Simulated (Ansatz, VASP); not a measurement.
# Two plane-wave programs on Ga3As3CO

Contents of INCAR:

```
ALGO     = Normal         # electronic algorithm
DIPOL    = 0.5 0.5 0.323
EDIFF    = 1E-6           # SCF threshold, eV
ENCUT    = 520            # plane-wave cutoff, eV
GGA      = PE             # functional
IDIPOL   = 3            
ISIF     = 2              # what is computed and relaxed
ISMEAR   = 0              # smearing method
IVDW     = 12             # dispersion correction
LASPH    = True           # aspherical terms in the spheres
LCHARG   = True           # write CHGCAR
LDIPOL   = True         
LELF     = True           # ELF
LREAL    = False          # projectors in reciprocal space
LVACPOTAV= True         
LVHAR    = True         
LWAVE    = False          # write WAVECAR
NBANDS   = 42             # bands
NELM     = 80             # most SCF steps
PREC     = Accurate       # precision mode
SIGMA    = 0.05           # smearing width, eV
```

The input KPOINTS:

```
k-points
0
Gamma
  7 5 1
```

File POSCAR:

```
Ga3As3CO
1.0
    4.0137031111      0.0000000000      0.0000000000
    0.0000000000      5.6762333751      0.0000000000
    0.0000000000      0.0000000000     23.3352699083
Ga As O C
3 3 1 1
Direct
    0.5000000000      0.5000000000      0.1714143447
    0.0000000000      0.0653835255      0.2680035048
    0.5000000000      0.4894639609      0.3228546357
    0.0000000000      0.2500000000      0.1714143447
    0.5000000000      0.8102208698      0.2504948966
    0.0000000000      0.2887573198      0.3593388866
    0.5000000000      0.6220906532      0.4964703624
    0.5000000000      0.6220906532      0.5457519865
```

Input for Ansatz:

```yaml
crystal:
  lattice:
    - [4.0137031111, 0.0, 0.0]
    - [0.0, 5.6762333751, 0.0]
    - [0.0, 0.0, 23.3352699083]
  atoms:
    - { symbol: Ga, position: [0.5, 0.5, 0.1714143447] }
    - { symbol: As, position: [0.0, 0.25, 0.1714143447] }
    - { symbol: Ga, position: [0.0, 0.0653835255, 0.2680035048] }
    - { symbol: As, position: [0.5, 0.8102208698, 0.2504948966] }
    - { symbol: Ga, position: [0.5, 0.4894639609, 0.3228546357] }
    - { symbol: As, position: [0.0, 0.2887573198, 0.3593388866] }
    - { symbol: O, position: [0.5, 0.6220906532, 0.4964703624] }
    - { symbol: C, position: [0.5, 0.6220906532, 0.5457519865] }
basis:
  ecutwfc: 420
kpoints:
  mp_grid: { grid: [7, 5, 1] }
hamiltonian:
  xc: pbe
  pseudopotentials: { kind: paw, azcp: { folder: soft_1 } }
  dispersion: d3bj
scf:
  occupations: { method: gaussian, width: 0.05 }
output:
  forces: true
  eigenvalues: true
  write_density: true
  write_potential: true
  elf: true
  volumetric_format: npy
efield:
  axis: 3
  dipole_correction: true
  ramp_width: 0.04
```

Alike in both runs: task single point; functional PBE; dispersion D3(BJ); k mesh 7 × 5 × 1; occupations gaussian, width 0.05 eV; no spin polarisation.

```csv
,VASP,Ansatz
version,VASP 6.6.1,Ansatz 0.2.0
potentials or method,"VASP PAW PBE potentials, release 64 (Ga_d, As, O, C), cutoff 520 eV","scalar-relativistic, plane waves, PAW"
valence electrons in the cell,64,94
```

VASP gave:

| Item | Value |
| --- | --- |
| gap on the k mesh at the Fermi level (eV) | 0.40 |
| least direct gap on the mesh (eV) | 0.75 |
| rms of the force components (eV/Å) | 0.377 |

Which values does Ansatz return?

gap on the k mesh at the Fermi level (eV): 0.41; least direct gap on the mesh (eV): 0.75; rms of the force components (eV/Å): 0.541.

One of these differences is far larger than is usual between the two programs; its cause wasn't traced. VASP's potentials hold 64 valence electrons a cell and Ansatz's 94, so a difference there can come from the potentials and not from the codes. Ansatz's warnings: xc potential rough in thin density.

Noted on VASP's run: the standard files for N, O and F lose accuracy on very short bonds.
